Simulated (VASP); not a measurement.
Runs of VASP 6.6.1 on Ga. The structure is that of space group P6_3/mmc (No. 194), or close to it. The cells are those of the table. 

```csv
task,cell,k mesh,cutoff (eV),gap on the mesh (eV),pressure (GPa)
single point,"a = 2.976, b = 2.976, c = 4.698 Å, angles 90.0, 90.0, 120.0°, 2 atoms",14 × 14 × 8,520,none,0.3
single point,"a = 2.852, b = 2.852, c = 4.502 Å, angles 90.0, 90.0, 120.0°, 2 atoms",14 × 14 × 8,520,none,10.2
single point,"a = 2.936, b = 2.936, c = 4.635 Å, angles 90.0, 90.0, 120.0°, 2 atoms",14 × 14 × 8,520,none,2.8
relaxation of cell and atoms,"relaxed from a = 3.026, b = 3.026, c = 4.942 Å, angles 90.0, 90.0, 120.0°, 2 atoms",12 × 12 × 7,600,none,-0.1
single point,"a = 3.015, b = 3.015, c = 4.760 Å, angles 90.0, 90.0, 120.0°, 2 atoms",14 × 14 × 8,520,none,(a)
single point,"a = 2.895, b = 2.895, c = 4.569 Å, angles 90.0, 90.0, 120.0°, 2 atoms",14 × 14 × 8,520,none,(b)
single point,"a = 3.054, b = 3.054, c = 4.820 Å, angles 90.0, 90.0, 120.0°, 2 atoms",14 × 14 × 8,520,none,-3.5
single point,"a = 2.976, b = 2.976, c = 4.698 Å, angles 90.0, 90.0, 120.0°, 2 atoms",6 × 6 × 4,520,none,0.3
```

Alike in all rows: level r2SCAN; potentials or basis VASP PAW PBE potentials, release 64 (Ga_d); no spin polarisation; smearing fermi-dirac 0.1 eV.

Task: Fill in the values left out.

Result: (a) -1.8; (b) 6.1.

Caveats: some runs use coarse meshes; the PAW data sets were made with another functional, which shifts forces and pressure a little.

A k mesh can miss the band edges, and the runs leave out spin-orbit coupling on Ga.

A gap of «none» marks levels without a gap at the run's occupations.
